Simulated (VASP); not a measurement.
# CsTlH4 (F-43m) in VASP: a series of runs

Runs on CsTlH4. Level: PBE. Tasks: single point, relaxation of cell and atoms.

Program: VASP 6.6.1. These are calculated values, not measurements. Logs are shortened: lines on timing, memory, paths and dates and some standing lists are left out, and cuts for length are marked.

## 1. The cell of the first run

The structure is cubic, space group F-43m (No. 216). Conventional cell: a = 7.678 Å, b = 7.678 Å, c = 7.678 Å, α = 90.00°, β = 90.00°, γ = 90.00°. Cs (site symmetry -43m) has 4 Tl at 3.32 Å and 12 H at 3.33 Å within 4.4 Å. Within 4.1 Å of Tl (site symmetry -43m) lie 12 H at 3.13 Å and 4 Cs at 3.32 Å. Within 2.3 Å of H (site symmetry 3m) lie 3 H at 1.76 Å.

## 2. Single point, PBE

The input, INCAR:

```
PREC     = Accurate       # precision mode
ENCUT    = 520            # plane-wave cutoff, eV
EDIFF    = 1E-6           # SCF threshold, eV
ISMEAR   = 0              # smearing method
SIGMA    = 0.1            # smearing width, eV
LREAL    = False          # projectors in reciprocal space
LASPH    = True           # aspherical terms in the spheres
NELM     = 60             # most SCF steps
ALGO     = Normal         # electronic algorithm
ISIF     = 2              # what is computed and relaxed
LWAVE    = False          # write WAVECAR
LCHARG   = True           # write CHGCAR
GGA      = PE             # functional
LELF     = True           # ELF
LVHAR    = True         
NBANDS   = 22             # bands
```

The input, KPOINTS:

```
regular mesh
0
Gamma
  8 8 8
```

The input, POSCAR:

```
CsTlH4
1.0
    0.0000000000      3.8387548996      3.8387548996
    3.8387548996      0.0000000000      3.8387548996
    3.8387548996      3.8387548996      0.0000000000
Cs Tl H
1 1 4
Direct
    0.7500000000      0.7500000000      0.7500000000
    0.0000000000      0.0000000000      0.0000000000
    1.0063384223      0.3312205259      0.3312205259
    0.3312205259      0.3312205259      0.3312205259
    0.3312205259      1.0063384223      0.3312205259
    0.3312205259      0.3312205259      1.0063384223
```

Potentials or basis: VASP PAW PBE potentials, release 64 (Cs_sv, Tl_d, H).

The run is started by

```
> cat potpaw_PBE.64/Cs_sv/POTCAR potpaw_PBE.64/Tl_d/POTCAR potpaw_PBE.64/H/POTCAR > POTCAR
> mpirun -np 1 vasp_std > vasp.out
```

OUTCAR:

```text
PREC = Accurate
   ENCUT = 520
   EDIFF = 1E-6
   ISMEAR = 0
   LREAL = False
   LASPH = True
   NELM = 60
   ISIF = 2
   GGA = PE

 ion  position               nearest neighbor table
   1  0.750  0.750  0.750-   2 3.32   2 3.32   2 3.32   2 3.32
   2  0.000  0.000  0.000-   1 3.32   1 3.32   1 3.32   1 3.32
   3  0.006  0.331  0.331-
   4  0.331  0.331  0.331-
   5  0.331  0.006  0.331-
   6  0.331  0.331  0.006-

  LATTYP: Found a face centered cubic cell.
 ALAT       =     7.6775097992

  Lattice vectors:

 A1 = (   0.0000000000,   3.8387548996,   3.8387548996)
 A2 = (   3.8387548996,   0.0000000000,   3.8387548996)
 A3 = (   3.8387548996,   3.8387548996,   0.0000000000)

Analysis of symmetry for initial positions (statically):
=====================================================================
 Subroutine PRICEL returns:
 Original cell was already a primitive cell.

 Routine SETGRP: Setting up the symmetry group for a
 face centered cubic supercell.

 Subroutine GETGRP returns: Found 24 space group operations
 (whereof 24 operations were pure point group operations)
 out of a pool of 48 trial point group operations.

The static configuration has the point symmetry T_d .

Analysis of symmetry for dynamics (positions and initial velocities):
=====================================================================
 Subroutine PRICEL returns:
 Original cell was already a primitive cell.

 Routine SETGRP: Setting up the symmetry group for a
 face centered cubic supercell.

 Subroutine GETGRP returns: Found 24 space group operations
 (whereof 24 operations were pure point group operations)
 out of a pool of 48 trial point group operations.

The dynamic configuration has the point symmetry T_d .

 Subroutine INISYM returns: Found 24 space group operations
 (whereof 24 operations are pure point group operations),
 and found     1 'primitive' translations

----------------------------------------------------------------------------------------

                                     Primitive cell

  volume of cell :     113.1361

  direct lattice vectors                    reciprocal lattice vectors
     0.000000000  3.838754900  3.838754900    -0.130250566  0.130250566  0.130250566
     3.838754900  0.000000000  3.838754900     0.130250566 -0.130250566  0.130250566
     3.838754900  3.838754900  0.000000000     0.130250566  0.130250566 -0.130250566

  length of vectors
     5.428819242  5.428819242  5.428819242     0.225600599  0.225600599  0.225600599

  position of ions in fractional coordinates (direct lattice)
     0.750000000  0.750000000  0.750000000
     0.000000000  0.000000000  0.000000000
     0.006338422  0.331220526  0.331220526
     0.331220526  0.331220526  0.331220526
     0.331220526  0.006338422  0.331220526
     0.331220526  0.331220526  0.006338422

  ion indices of the primitive-cell ions
   primitive index   ion index
                 1           1
                 2           2
                 3           3
                 4           4
                 5           5
                 6           6

----------------------------------------------------------------------------------------

 KPOINTS: regular mesh

Automatic generation of k-mesh.
 Grid dimensions read from file:
 generate k-points for:    8    8    8

 Generating k-lattice:

  Cartesian coordinates                     Fractional coordinates (reciprocal lattice)
    -0.016281321  0.016281321  0.016281321     0.125000000  0.000000000  0.000000000
     0.016281321 -0.016281321  0.016281321     0.000000000  0.125000000  0.000000000
     0.016281321  0.016281321 -0.016281321     0.000000000  0.000000000  0.125000000

  Length of vectors
     0.028200075  0.028200075  0.028200075

  Shift w.r.t. Gamma in fractional coordinates (k-lattice)
     0.000000000  0.000000000  0.000000000

 Subroutine IBZKPT returns following result:
 ===========================================

 Found     29 irreducible k-points:

 Following reciprocal coordinates:
            Coordinates               Weight
  0.000000  0.000000  0.000000      1.000000
  0.125000  0.000000  0.000000      8.000000
  0.250000  0.000000  0.000000      8.000000
  0.375000  0.000000  0.000000      8.000000
  0.500000  0.000000  0.000000      4.000000
  0.125000  0.125000  0.000000      6.000000
[... 16 lines left out ...]
  0.500000  0.250000  0.125000     48.000000
 -0.375000  0.250000  0.125000     24.000000
 [... further k-points ...]
   k-points           NKPTS =     29   k-points in BZ     NKDIM =     29   number of bands    NBANDS=     22
   number of dos      NEDOS =    301   number of ions     NIONS =      6
   total plane-waves  NPLWV =  64000
   dimension x,y,z NGX =    40 NGY =   40 NGZ =   40
   dimension x,y,z NGXF=    80 NGYF=   80 NGZF=   80
   ions per type =               1   1   4
   NGX,Y,Z   is equivalent  to a cutoff of  12.25, 12.25, 12.25 a.u.
   NGXF,Y,Z  is equivalent  to a cutoff of  24.50, 24.50, 24.50 a.u.
 SYSTEM =  unknown system
   PREC   = accura    normal or accurate (medium, high low for compatibility)
   ISTART =      0    job   : 0-new  1-cont  2-samecut
   ICHARG =      2    charge: 1-file 2-atom 10-const
   ISPIN  =      1    spin polarized calculation?
   LNONCOLLINEAR =      F non collinear calculations
   LSORBIT =      F    spin-orbit coupling
   LASPH  =      T    aspherical Exc in radial PAW
   ENCUT  =  520.0 eV  38.22 Ry    6.18 a.u.  10.09 10.09 10.09*2*pi/ulx,y,z
   NELM   =     60;   NELMIN=  2; NELMDL= -5     # of ELM steps
   EDIFF  = 0.1E-05   stopping-criterion for ELM
   LREAL  =      F    real-space projection
   EDIFFG = 0.1E-04   stopping-criterion for IOM
   NSW    =      0    number of steps for IOM
   IBRION =     -1    ionic relax: 0-MD 1-quasi-New 2-CG
   NFREE  =      0    steps in history (QN), initial steepest desc. (CG)
   ISIF   =      2    stress and relaxation
   ISYM   =      2    0-nonsym 1-usesym 2-fastsym
   POTIM  = 0.5000    time-step for ionic-motion
   TEBEG  =    0.0;   TEEND  =   0.0 temperature during run
   PSTRESS=    0.0 pullay stress
   NELECT =      26.0000    total number of electrons
   NUPDOWN=      -1.0000    fix difference up-down
   EMIN   =  10.00;   EMAX   =-10.00  energy-range for DOS
   EFERMI =   0.00;   METHOD = LEGACY
   ISMEAR =     0;   SIGMA  =   0.10  broadening in eV -4-tet -1-fermi 0-gaus
   EFERMI_NEDOS =   21; number of points for ismear=-14 and -15
   IALGO  =     38    algorithm
   IMIX   =      4    mixing-type and parameters
     AMIX     =   0.40;   BMIX     =  1.00
     AMIX_MAG =   1.60;   BMIX_MAG =  1.00
  volume/ion in A,a.u.               =      18.86       127.25
  Fermi-wavevector in a.u.,A,eV,Ry     =   1.002764  1.894950 13.681153  1.005536
  Thomas-Fermi vector in A             =   2.135273
   LORBIT       =      0    0 simple, 1 ext, 2 COOP (PROOUT), +10 PAW based schemes
   GGA     = PE    functional components
   LHFCALC =     F    Hartree Fock is set to
   AEXX    =    0.0000 exact exchange contribution
   IVDW    =     0    specifies the selected vdW correction
   LEPSILON=     F    determine dielectric tensor
   LRPA    =     F    only Hartree local field effects (RPA)
 non-spin polarized calculation
 Gauss-broadening in eV      SIGMA  =   0.10
  energy-cutoff  :      520.00
  volume of cell :      113.14
 maximum number of plane-waves:      3071
   NGX = 21   NGY = 21   NGZ = 21

 number of electron      25.9999991 magnetization

 Free energy of the ion-electron system (eV)
  ---------------------------------------------------
  ext. energy  EPLUGINS =         0.00000000
  ---------------------------------------------------
  free energy    TOTEN  =       -10.25307597 eV

  energy without entropy =      -10.23560030  energy(sigma->0) =      -10.24433814

 E-fermi :   1.3055     XC(G=0):  -8.2796

 val. band max:        1.2842259938   @ k =   0.2500   0.0000   0.0000
 cond. band min:       1.3065475478   @ k =   0.5000   0.3750   0.0000
 fundamental gap:      0.0223215539
 Fermi energy:         1.3055395606

 k-point     1 :       0.0000    0.0000    0.0000
  band No.  band energies     occupation
      1     -20.2564      2.00000
      2     -10.3381      2.00000
      3     -10.3381      2.00000
      4     -10.3381      2.00000
      5     -10.2219      2.00000
      6     -10.2219      2.00000
[... 14 lines left out ...]
     21      10.7782      0.00000
     22      10.7782      0.00000

 k-point     2 :       0.1250    0.0000    0.0000
  band No.  band energies     occupation
      1     -20.2545      2.00000
      2     -10.3343      2.00000
      3     -10.3343      2.00000
      4     -10.3271      2.00000
      5     -10.2221      2.00000
      6     -10.2221      2.00000
[... 14 lines left out ...]
     21       9.5147      0.00000
     22      10.2490      0.00000

 k-point     3 :       0.2500    0.0000    0.0000
  band No.  band energies     occupation
      1     -20.2499      2.00000
      2     -10.3256      2.00000
      3     -10.3256      2.00000
      4     -10.2970      2.00000
      5     -10.2223      2.00000
      6     -10.2223      2.00000
[... 14 lines left out ...]
     21       8.2593      0.00000
     22       9.2426      0.00000

 k-point     4 :       0.3750    0.0000    0.0000
  band No.  band energies     occupation
      1     -20.2453      2.00000
      2     -10.3175      2.00000
      3     -10.3175      2.00000
      4     -10.2614      2.00000
      5     -10.2217      2.00000
      6     -10.2217      2.00000
[... 14 lines left out ...]
     21       8.5959      0.00000
     22       8.5959      0.00000

 k-point     5 :       0.5000    0.0000    0.0000
  band No.  band energies     occupation
      1     -20.2433      2.00000
      2     -10.3144      2.00000
      3     -10.3144      2.00000
      4     -10.2447      2.00000
      5     -10.2212      2.00000
      6     -10.2212      2.00000
[... 14 lines left out ...]
     21       8.7450      0.00000
     22       8.7450      0.00000

 k-point     6 :       0.1250    0.1250    0.0000
  band No.  band energies     occupation
      1     -20.2539      2.00000
      2     -10.3308      2.00000
      3     -10.3308      2.00000
      4     -10.3279      2.00000
      5     -10.2237      2.00000
      6     -10.2209      2.00000
[... 14 lines left out ...]
     21       9.7626      0.00000
     22       9.7810      0.00000

 k-point     7 :       0.2500    0.1250    0.0000
  band No.  band energies     occupation
      1     -20.2502      2.00000
      2     -10.3249      2.00000
      3     -10.3220      2.00000
      4     -10.3044      2.00000
      5     -10.2251      2.00000
      6     -10.2202      2.00000
[... 324 lines left out ...]
      6     -10.2189      2.00000
[... 14 lines left out ...]
     21       8.3237      0.00000
     22       8.3410      0.00000

 k-point    21 :       0.5000    0.5000    0.0000
  band No.  band energies     occupation
      1     -20.2391      2.00000
      2     -10.2857      2.00000
      3     -10.2857      2.00000
      4     -10.2452      2.00000
      5     -10.2425      2.00000
      6     -10.2150      2.00000
[... 14 lines left out ...]
     21       8.2667      0.00000
     22       8.2667      0.00000

 k-point    22 :       0.3750    0.2500    0.1250
  band No.  band energies     occupation
      1     -20.2465      2.00000
      2     -10.3172      2.00000
      3     -10.3123      2.00000
      4     -10.2812      2.00000
      5     -10.2265      2.00000
      6     -10.2194      2.00000
[... 14 lines left out ...]
     21       8.4155      0.00000
     22       8.7522      0.00000

 k-point    23 :       0.5000    0.2500    0.1250
  band No.  band energies     occupation
      1     -20.2428      2.00000
      2     -10.3099      2.00000
      3     -10.3056      2.00000
      4     -10.2513      2.00000
      5     -10.2259      2.00000
      6     -10.2200      2.00000
[... 14 lines left out ...]
     21       8.3792      0.00000
     22       8.7550      0.00000

 k-point    24 :      -0.3750    0.2500    0.1250
  band No.  band energies     occupation
      1     -20.2412      2.00000
      2     -10.3070      2.00000
      3     -10.3032      2.00000
      4     -10.2369      2.00000
      5     -10.2249      2.00000
      6     -10.2212      2.00000
[... 14 lines left out ...]
     21       8.4296      0.00000
     22       8.6699      0.00000

 [... further k-points ...]
[... 5 lines left out ...]
  --------------------------------------------------------------------------------------
  -------------------------------------------------------------------------------------
  Total       -0.0177593     -0.0177593     -0.0177593      0.0000000     -0.0000000     -0.0000000
  in kB       -0.2514987     -0.2514987     -0.2514987      0.0000000     -0.0000000     -0.0000000
  external PRESSURE =      -0.2514987 kB  Pullay stress =       0.0000000 kB

 VOLUME and BASIS-vectors are now :
 -----------------------------------------------------------------------------
  energy-cutoff  :      520.00
  volume of cell :      113.14
      direct lattice vectors                 reciprocal lattice vectors
     0.000000000  3.838754900  3.838754900    -0.130250566  0.130250566  0.130250566
     3.838754900  0.000000000  3.838754900     0.130250566 -0.130250566  0.130250566
     3.838754900  3.838754900  0.000000000     0.130250566  0.130250566 -0.130250566

 POSITION                                       TOTAL-FORCE (eV/Angst)
 -----------------------------------------------------------------------------------
      5.75813      5.75813      5.75813        -0.000000     -0.000000     -0.000000
      0.00000      0.00000      0.00000        -0.000000     -0.000000     -0.000000
      2.54295      1.29581      1.29581         0.002662     -0.002662     -0.002662
      2.54295      2.54295      2.54295         0.002662      0.002662      0.002662
      1.29581      2.54295      1.29581        -0.002662      0.002662     -0.002662
      1.29581      1.29581      2.54295        -0.002662     -0.002662      0.002662
 -----------------------------------------------------------------------------------
    total drift:                               -0.000000     -0.000000     -0.000000

  FREE ENERGIE OF THE ION-ELECTRON SYSTEM (eV)
  ---------------------------------------------------
  free  energy   TOTEN  =       -10.2530759719 eV

  energy  without entropy=      -10.2356003046  energy(sigma->0) =      -10.24433814
```

Run time: 31 s. Hardware: 1 thread of Intel Xeon 6975P-C (Granite Rapids), shared host; peak memory 0.28 GiB.

What came out:

| Property | Result |
| --- | --- |
| Free energy | -10.2531 eV |
| Pressure | 0.0 GPa |
| Largest force | 0.005 eV/Å |
| Band gap on the k mesh | zero (band 13 reaches 1.67 eV, above the bottom of band 14 at 0.98 eV) |

Forces in eV/Å, atoms in the order of the input:
```
Cs   0.000  0.000  0.000
Tl   0.000  0.000  0.000
H    0.003 -0.003 -0.003
H    0.003  0.003  0.003
H   -0.003  0.003 -0.003
H   -0.003 -0.003  0.003
```

Caveat: spin-orbit coupling is left out, which moves the levels of the heavy elements.

## 3. Relaxation of cell and atoms, PBE

The input, INCAR:

```
ALGO     = Normal         # electronic algorithm
EDIFF    = 1E-6           # SCF threshold, eV
EDIFFG   = -0.01          # ionic threshold
ENCUT    = 600            # plane-wave cutoff, eV
GGA      = PE             # functional
IBRION   = 2              # ionic algorithm
ISIF     = 3              # what is computed and relaxed
ISMEAR   = 0              # smearing method
LASPH    = True           # aspherical terms in the spheres
LCHARG   = False          # write CHGCAR
LREAL    = False          # projectors in reciprocal space
LWAVE    = False          # write WAVECAR
NELM     = 100            # most SCF steps
NSW      = 100            # ionic steps
PREC     = Accurate       # precision mode
SIGMA    = 0.1            # smearing width, eV
```

The input, KPOINTS:

```
k-points
0
Gamma
  8 8 8
```

The input, POSCAR:

```
CsTlH4
1.0
    0.0000000000      3.8386551400      3.8386551400
    3.8386551400      0.0000000000      3.8386551400
    3.8386551400      3.8386551400      0.0000000000
Cs Tl H
1 1 4
Direct
    0.7500000000      0.7500000000      0.7500000000
    0.0000000000      0.0000000000      0.0000000000
    0.8750850300      0.3749716600      0.3749716600
    0.3749716600      0.3749716600      0.3749716600
    0.3749716600      0.8750850300      0.3749716600
    0.3749716600      0.3749716600      0.8750850300
```

Potentials or basis: VASP PAW PBE potentials, release 64 (Cs_sv, Tl_d, H).

The run is started by

```
> cat potpaw_PBE.64/Cs_sv/POTCAR potpaw_PBE.64/Tl_d/POTCAR potpaw_PBE.64/H/POTCAR > POTCAR
> mpirun -np 1 vasp_std > vasp.out
```

Run time: 7 min. Hardware: 1 thread of Intel Xeon 6975P-C (Granite Rapids), shared host; peak memory 0.37 GiB.

The run converged. Its results:

```
Free energy               : -10.2535 eV
Energy gained by relaxing : 10.0 meV/atom
Ionic steps               : 23
Pressure after relaxing   : 0.0 GPa
Band gap on the k mesh    : zero (band 13 reaches 1.65 eV, above the bottom of band 14 at 0.97 eV)
```

Step by step:
```tsv
step	energy change (eV)	largest force (eV/Å)	pressure (GPa)	volume (Å³)
1	0.0000	0.0287	-0.47	113.13
2	-0.0025	0.0284	-0.35	112.23
3	-0.0051	0.0277	-0.07	110.42
4	-0.0053	0.0275	0.04	109.82
5	-0.0053	0.0275	0.02	109.88
6	-0.0055	0.0276	0.02	109.89
7	-0.0062	0.0277	0.02	109.90
8	-0.0076	0.0278	0.02	109.92
9	-0.0105	0.0279	0.03	109.97
10	-0.0161	0.0279	0.03	110.05
11	-0.0273	0.0269	0.04	110.23
12	-0.0486	0.0244	0.13	110.58
13	0.1448	0.6298	1.95	111.29
14	-0.0502	0.0235	0.14	110.61
15	-0.0519	0.0487	0.57	110.95
16	-0.0557	0.0159	0.22	110.73
17	-0.0578	0.0039	0.34	110.84
18	-0.0588	0.0069	0.27	111.50
19	-0.0594	0.0107	0.18	112.28
20	-0.0595	0.0126	0.13	112.62
21	-0.0595	0.0123	0.13	112.56
22	-0.0598	0.0090	0.11	112.71
23	-0.0601	0.0003	-0.01	113.14
```

Final structure:
```xyz
6
Lattice="0.0000 3.8388 3.8388 3.8388 0.0000 3.8388 3.8388 3.8388 0.0000" Properties=species:S:1:pos:R:3 pbc="T T T"
Cs    5.7581    5.7581    5.7581
Tl    0.0000    0.0000    0.0000
H     2.5481    1.2906    1.2906
H     2.5481    2.5481    2.5481
H     1.2906    2.5481    1.2906
H     1.2906    1.2906    2.5481
```

Levels at points of the mesh, in eV from the Fermi level:
```tsv
k point	band 9	band 10	band 11	band 12	band 13	band 14	band 15	band 16	band 17
(0.00, 0.00, 0.00)	-8.30	-7.02	-3.33	0.36	0.36	0.36	1.32	1.32	1.32
(0.50, 0.00, 0.00)	-8.37	-5.44	-4.70	-0.57	-0.32	-0.32	2.60	2.60	4.23
(0.50, 0.50, 0.00)	-8.51	-5.35	-4.92	-0.38	-0.11	-0.11	2.38	3.75	3.75
```

Caveat: spin-orbit coupling is left out, which moves the levels of the heavy elements.
